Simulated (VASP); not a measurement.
# CuO (Pm-3m) in VASP: settings compared

CuO is run at these levels: PBE+U, PBE; tasks: relaxation of cell and atoms, single point.

Everything below comes from runs of VASP 6.6.1. Logs are shortened: lines on timing, memory, paths and dates and some standing lists are left out, and cuts for length are marked.

### Step 1. The cell of the first run

The structure is cubic, space group Pm-3m (No. 221). The conventional cell has a = 2.553 Å, b = 2.553 Å, c = 2.553 Å, α = 90.00°, β = 90.00°, γ = 90.00°. Within 2.9 Å of Cu (site symmetry m-3m) lie 8 O at 2.21 Å and 6 Cu at 2.55 Å. O (site symmetry m-3m) has 8 Cu at 2.21 Å and 6 O at 2.55 Å within 2.9 Å.

### Step 2. Relaxation of cell and atoms, PBE+U

File INCAR:

```
SYSTEM = CuO
ALGO = Normal
EDIFF = 1E-7
EDIFFG = -0.01
ENCUT = 600
GGA = PE
IBRION = 2
ISIF = 3
ISMEAR = -1
LASPH = .True.
LCHARG = .False.
LDAU = .True.
LDAUJ = 0 0
LDAUL = 2 -1
LDAUPRINT = 1
LDAUTYPE = 2
LDAUU = 6 0
LMAXMIX = 4
LREAL = .False.
LWAVE = .False.
NELM = 150
NSW = 60
PREC = Accurate
SIGMA = 0.05
```

File KPOINTS:

```
k-points
0
Gamma
  10 10 10
  0 0 0
```

File POSCAR:

```
CuO
1.0
    2.5525506100      0.0000000000      0.0000000000
    0.0000000000      2.5525506100      0.0000000000
    0.0000000000      0.0000000000      2.5525506100
Cu O
1 1
Direct
    0.0000000000      0.0000000000      0.0000000000
    0.5000000000      0.5000000000      0.5000000000
```

Potentials or basis: VASP PAW PBE potentials, release 64 (Cu, O).

Run with:

```bash
$ cat potpaw_PBE.64/Cu/POTCAR potpaw_PBE.64/O/POTCAR > POTCAR
$ mpirun -np 1 vasp_std > vasp.out
```

OUTCAR:

```text
SYSTEM = CuO
   EDIFF = 1E-7
   EDIFFG = -0.01
   ENCUT = 600
   GGA = PE
   IBRION = 2
   ISIF = 3
   ISMEAR = -1
   LASPH = .True.
   LREAL = .False.
   NELM = 150
   NSW = 60
   PREC = Accurate

 ion  position               nearest neighbor table
   1  0.000  0.000  0.000-   2 2.21   2 2.21   2 2.21   2 2.21   2 2.21   2 2.21   2 2.21   2 2.21

   2  0.500  0.500  0.500-   1 2.21   1 2.21   1 2.21   1 2.21   1 2.21   1 2.21   1 2.21   1 2.21

  LATTYP: Found a simple cubic cell.
 ALAT       =     2.5525506100

  Lattice vectors:

 A1 = (   2.5525506100,   0.0000000000,   0.0000000000)
 A2 = (   0.0000000000,   2.5525506100,   0.0000000000)
 A3 = (   0.0000000000,   0.0000000000,   2.5525506100)

Analysis of symmetry for initial positions (statically):
=====================================================================
 Subroutine PRICEL returns:
 Original cell was already a primitive cell.

 Routine SETGRP: Setting up the symmetry group for a
 simple cubic supercell.

 Subroutine GETGRP returns: Found 48 space group operations
 (whereof 48 operations were pure point group operations)
 out of a pool of 48 trial point group operations.

The static configuration has the point symmetry O_h .

Analysis of symmetry for dynamics (positions and initial velocities):
=====================================================================
 Subroutine PRICEL returns:
 Original cell was already a primitive cell.

 Routine SETGRP: Setting up the symmetry group for a
 simple cubic supercell.

 Subroutine GETGRP returns: Found 48 space group operations
 (whereof 48 operations were pure point group operations)
 out of a pool of 48 trial point group operations.

The dynamic configuration has the point symmetry O_h .

 Subroutine INISYM returns: Found 48 space group operations
 (whereof 48 operations are pure point group operations),
 and found     1 'primitive' translations

----------------------------------------------------------------------------------------

                                     Primitive cell

  volume of cell :      16.6312

  direct lattice vectors                    reciprocal lattice vectors
     2.552550610  0.000000000  0.000000000     0.391765004  0.000000000  0.000000000
     0.000000000  2.552550610  0.000000000     0.000000000  0.391765004  0.000000000
     0.000000000  0.000000000  2.552550610     0.000000000  0.000000000  0.391765004

  length of vectors
     2.552550610  2.552550610  2.552550610     0.391765004  0.391765004  0.391765004

  position of ions in fractional coordinates (direct lattice)
     0.000000000  0.000000000  0.000000000
     0.500000000  0.500000000  0.500000000

  ion indices of the primitive-cell ions
   primitive index   ion index
                 1           1
                 2           2

----------------------------------------------------------------------------------------

 KPOINTS: k-points

Automatic generation of k-mesh.
 Grid dimensions read from file:
 generate k-points for:   10   10   10

 Generating k-lattice:

  Cartesian coordinates                     Fractional coordinates (reciprocal lattice)
     0.039176500  0.000000000  0.000000000     0.100000000  0.000000000  0.000000000
     0.000000000  0.039176500  0.000000000     0.000000000  0.100000000  0.000000000
     0.000000000  0.000000000  0.039176500     0.000000000  0.000000000  0.100000000

  Length of vectors
     0.039176500  0.039176500  0.039176500

  Shift w.r.t. Gamma in fractional coordinates (k-lattice)
     0.000000000  0.000000000  0.000000000

 Subroutine IBZKPT returns following result:
 ===========================================

 Found     56 irreducible k-points:

[... 61 lines left out ...]
   EFERMI_NEDOS =   21; number of points for ismear=-14 and -15
   IALGO  =     38    algorithm
   IMIX   =      4    mixing-type and parameters
     AMIX     =   0.40;   BMIX     =  1.00
     AMIX_MAG =   1.60;   BMIX_MAG =  1.00
  volume/ion in A,a.u.               =       8.32        56.12
  Fermi-wavevector in a.u.,A,eV,Ry     =   1.649112  3.116370 37.001994  2.719570
  Thomas-Fermi vector in A             =   2.738287
   LORBIT       =      0    0 simple, 1 ext, 2 COOP (PROOUT), +10 PAW based schemes
 LDA+U is selected, type is set to LDAUTYPE =  2
   angular momentum for each species LDAUL =     2   -1
   U (eV)           for each species LDAUU =   6.0  0.0
   J (eV)           for each species LDAUJ =   0.0  0.0
   GGA     = PE    functional components
   LHFCALC =     F    Hartree Fock is set to
   AEXX    =    0.0000 exact exchange contribution
   IVDW    =     0    specifies the selected vdW correction
   LEPSILON=     F    determine dielectric tensor
   LRPA    =     F    only Hartree local field effects (RPA)
 conjugate gradient relaxation of ions
 non-spin polarized calculation
  energy-cutoff  :      600.00
  volume of cell :       16.63
 maximum number of plane-waves:       568
   NGX = 11   NGY = 11   NGZ = 11

--------------------------------------- Ionic step        1  -------------------------------------------

 number of electron      16.9999977 magnetization

 Free energy of the ion-electron system (eV)
  ---------------------------------------------------
  ext. energy  EPLUGINS =         0.00000000
  ---------------------------------------------------
  free energy    TOTEN  =        -6.59370211 eV

  energy without entropy =       -6.56415696  energy(sigma->0) =       -6.57892954

------------------------ aborting loop because EDIFF is reached ----------------------------------------

  FORCE on cell =-STRESS in cart. coord.  units (eV):
  Direction    XX          YY          ZZ          XY          YZ          ZX
  --------------------------------------------------------------------------------------
  -------------------------------------------------------------------------------------
  Total        1.4931412      1.4931412      1.4931412      0.0000000      0.0000000      0.0000000
  in kB      143.8428797    143.8428797    143.8428797      0.0000000      0.0000000      0.0000000
  external PRESSURE =     143.8428797 kB  Pullay stress =       0.0000000 kB
[... 53 lines left out ...]
  FREE ENERGIE OF THE ION-ELECTRON SYSTEM (eV)
  ---------------------------------------------------
  free  energy   TOTEN  =        -6.6410864212 eV

  energy  without entropy=       -6.6073742026  energy(sigma->0) =       -6.62423031

atom =   1  type =  1  l = 2

 onsite density matrix

spin component  1

  0.9248  0.0000  0.0000  0.0000 -0.0000
  0.0000  0.9248 -0.0000  0.0000  0.0000
  0.0000 -0.0000  0.9620  0.0000  0.0000
  0.0000  0.0000  0.0000  0.9248  0.0000
 -0.0000  0.0000  0.0000  0.0000  0.9620

spin component  2

  0.9248  0.0000  0.0000  0.0000 -0.0000
  0.0000  0.9248 -0.0000  0.0000  0.0000
  0.0000 -0.0000  0.9620  0.0000  0.0000
  0.0000  0.0000  0.0000  0.9248  0.0000
 -0.0000  0.0000  0.0000  0.0000  0.9620

 occupancies and eigenvectors

  o =  0.9248  v =  0.0000 -0.7193  0.0000 -0.6947 -0.0000  0.0000  0.0000  0.0000  0.0000  0.0000      0.0000  0.0000  0.0000  0.0000  0.0000  0.0000  0.0000  0.0000  0.0000  0.0000
  o =  0.9248  v =  0.0000  0.0000  0.0000  0.0000  0.0000  0.0000 -0.7193  0.0000 -0.6947 -0.0000      0.0000  0.0000  0.0000  0.0000  0.0000  0.0000  0.0000  0.0000  0.0000  0.0000
  o =  0.9248  v =  1.0000  0.0000  0.0000  0.0000  0.0000  0.0000  0.0000  0.0000  0.0000  0.0000      0.0000  0.0000  0.0000  0.0000  0.0000  0.0000  0.0000  0.0000  0.0000  0.0000
  o =  0.9248  v =  0.0000  0.0000  0.0000  0.0000  0.0000  1.0000  0.0000  0.0000  0.0000  0.0000      0.0000  0.0000  0.0000  0.0000  0.0000  0.0000  0.0000  0.0000  0.0000  0.0000
  o =  0.9248  v =  0.0000  0.0000  0.0000  0.0000  0.0000  0.0000 -0.6947  0.0000  0.7193 -0.0000      0.0000  0.0000  0.0000  0.0000  0.0000  0.0000  0.0000  0.0000  0.0000  0.0000
  o =  0.9248  v =  0.0000 -0.6947  0.0000  0.7193 -0.0000  0.0000  0.0000  0.0000  0.0000  0.0000      0.0000  0.0000  0.0000  0.0000  0.0000  0.0000  0.0000  0.0000  0.0000  0.0000
  o =  0.9620  v =  0.0000  0.0000  0.9996 -0.0000 -0.0273  0.0000  0.0000  0.0000  0.0000  0.0000      0.0000  0.0000  0.0000  0.0000  0.0000  0.0000  0.0000  0.0000  0.0000  0.0000
  o =  0.9620  v =  0.0000  0.0000  0.0000  0.0000  0.0000  0.0000  0.0000  0.9996 -0.0000 -0.0273      0.0000  0.0000  0.0000  0.0000  0.0000  0.0000  0.0000  0.0000  0.0000  0.0000
  o =  0.9620  v =  0.0000 -0.0000  0.0273  0.0000  0.9996  0.0000  0.0000  0.0000  0.0000  0.0000      0.0000  0.0000  0.0000  0.0000  0.0000  0.0000  0.0000  0.0000  0.0000  0.0000
  o =  0.9620  v =  0.0000  0.0000  0.0000  0.0000  0.0000  0.0000 -0.0000  0.0273  0.0000  0.9996      0.0000  0.0000  0.0000  0.0000  0.0000  0.0000  0.0000  0.0000  0.0000  0.0000

--------------------------------------- Ionic step        3  -------------------------------------------

 number of electron      17.0000024 magnetization

 Free energy of the ion-electron system (eV)
  ---------------------------------------------------
  ext. energy  EPLUGINS =         0.00000000
  ---------------------------------------------------
  free energy    TOTEN  =        -6.64859801 eV

  energy without entropy =       -6.61605941  energy(sigma->0) =       -6.63232871

 E-fermi :   5.7158     XC(G=0): -12.8209

 val. band max:        5.7133396326   @ k =   0.3000   0.1000   0.0000
 cond. band min:       5.7170841760   @ k =   0.3000   0.2000   0.0000
 fundamental gap:      0.0037445434
 Fermi energy:         5.7158414018

 k-point     1 :       0.0000    0.0000    0.0000
  band No.  band energies     occupation
      1     -13.2053      2.00000
      2       1.6569      2.00000
      3       1.6569      2.00000
      4       3.5466      2.00000
      5       3.5466      2.00000
      6       3.5466      2.00000
      7       4.2923      2.00000
      8       4.2923      2.00000
      9       4.2923      2.00000
     10       7.4897      0.00000
     11      21.5207      0.00000
     12      21.5207      0.00000
[... 331 lines left out ...]
 k-point    24 :       0.3000    0.1000    0.1000
  band No.  band energies     occupation
      1     -12.3225      2.00000
      2      -0.0329      2.00000
      3       1.7502      2.00000
      4       2.3335      2.00000
      5       2.3693      2.00000
      6       3.3710      2.00000
      7       3.6671      2.00000
      8       4.9669      2.00000
      9       5.6283      1.70415
     10      11.4358      0.00000
     11      17.8185      0.00000
     12      21.5110      0.00000

 [... further k-points ...]

------------------------ aborting loop because EDIFF is reached ----------------------------------------

  FORCE on cell =-STRESS in cart. coord.  units (eV):
  Direction    XX          YY          ZZ          XY          YZ          ZX
  --------------------------------------------------------------------------------------
  -------------------------------------------------------------------------------------
  Total        0.0118752      0.0118752      0.0118752      0.0000000     -0.0000000      0.0000000
  in kB        1.0602273      1.0602273      1.0602273      0.0000000     -0.0000000      0.0000000
  external PRESSURE =       1.0602273 kB  Pullay stress =       0.0000000 kB
[... 17 lines left out ...]
  FREE ENERGIE OF THE ION-ELECTRON SYSTEM (eV)
  ---------------------------------------------------
  free  energy   TOTEN  =        -6.6485980139 eV

  energy  without entropy=       -6.6160594087  energy(sigma->0) =       -6.63232871

 reached required accuracy - stopping structural energy minimisation
```

It took 24 s on 1 thread of Intel Xeon Platinum 8559C (Emerald Rapids), shared host; peak memory 0.13 GiB.

What came out:

```
Free energy                           : -6.6486 eV
Relaxed volume                        : 8.97 Å³/atom
Relaxed cell                          : a = 2.618 Å, b = 2.618 Å, c = 2.618 Å, α = 90.00°, β = 90.00°, γ = 90.00°
Space group after relaxing (to 0.1 Å) : Pm-3m (No. 221)
Energy gained by relaxing             : 27.4 meV/atom
Ionic steps                           : 3
Pressure after relaxing               : 0.1 GPa
Band gap on the k mesh                : zero (an odd number of electrons rules out a gap without spin polarisation)
```

Step by step:
```
step  energy change (eV)  largest force (eV/Å)  pressure (GPa)  volume (Å³)
   1              0.0000                0.0000           14.38        16.63
   2             -0.0474                0.0000           -4.42        18.49
   3             -0.0549                0.0000            0.11        17.95
```

Final structure:
```
Cu O
1.0
     2.61809    0.00000    0.00000
     0.00000    2.61809    0.00000
     0.00000    0.00000    2.61809
Cu O
1 1
Cartesian
  0.0000 0.0000 0.0000
  1.3090 1.3090 1.3090
```

Eigenvalues of the final occupation matrices:
```csv
site,spin,trace,eigenvalues
site 1 d,1,4.70,0.92 0.92 0.92 0.96 0.96
site 1 d,2,4.70,0.92 0.92 0.92 0.96 0.96
```

Caveat: an odd number of electrons without spin polarisation forces a metal; a magnetic or distorted state may lie lower; U without spin polarisation on a metal has little footing.

(Continued in part 2 of 3.)

The gap in the log of VASP goes by the Fermi energy; the results here count the filled bands.